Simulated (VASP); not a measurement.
**VCrC2: single point with PBEsol**

The system is VCrC2.

```
Cr V C
1.0
     1.46063    0.84330    4.73939
    -1.46063    0.84330    4.73939
     0.00000   -1.68659    4.73939
Cr V C
1 1 2
Direct
  0.50000 0.50000 0.50000
  0.00000 0.00000 0.00000
  0.24876 0.24876 0.24876
  0.75124 0.75124 0.75124
```

```yaml
Program: VASP 6.6.1
Task: single point
Functional: PBEsol
Potentials_or_basis: VASP PAW PBE potentials, release 64 (Cr_pv, V_sv, C)
Cutoff: 600 eV
k_mesh: 11 × 11 × 11
Occupations: fermi-dirac, width 0.05 eV
Spin: collinear spin, ferrimagnetic start
Starting_moments: "[-0.71, 1.77, 0.0, 0.0] μB"
```

```yaml
Pressure: -11.7 GPa
Net_moment: -0.01 μB per cell
Valence_electrons_inside_the_program's_atomic_spheres: Cr 11.12; V 11.79; C 2.40
```

Forces on the atoms (eV/Å):
```
Cr   0.000  0.000  0.000
V    0.000  0.000  0.000
C    0.000  0.000 -0.003
C    0.000  0.000  0.003
```

Stress tensor (GPa, compression positive):
```
-11.63   0.00   0.00
  0.00 -11.63   0.00
  0.00   0.00 -11.75
```

Levels at points of the mesh, in eV from the Fermi level:
Spin up:
| k point | band 13 | band 14 | band 15 | band 16 | band 17 | band 18 | band 19 | band 20 | band 21 | band 22 |
| --- | --- | --- | --- | --- | --- | --- | --- | --- | --- | --- |
| (0.00, 0.00, 0.00) | -1.48 | -1.48 | -1.40 | -0.53 | -0.53 | 0.70 | 0.70 | 0.95 | 0.95 | 1.03 |
Spin down:
```
           k point  band 13  band 14  band 15  band 16  band 17  band 18  band 19  band 20  band 21  band 22
(0.00, 0.00, 0.00)    -1.48    -1.48    -1.40    -0.53    -0.53     0.70     0.70     0.95     0.95     1.03
```

Wall time 23 min on 1 thread of Intel Xeon 8259CL (shared host), peak memory 0.49 GiB.

Caveat: the cell stands under tension; an empty level that is flat over the whole mesh can mark a ghost state of the potentials, or a narrow d or f band; the moments typed at the start vanished in this run; the PAW data sets were made with another functional, which shifts forces and pressure a little.
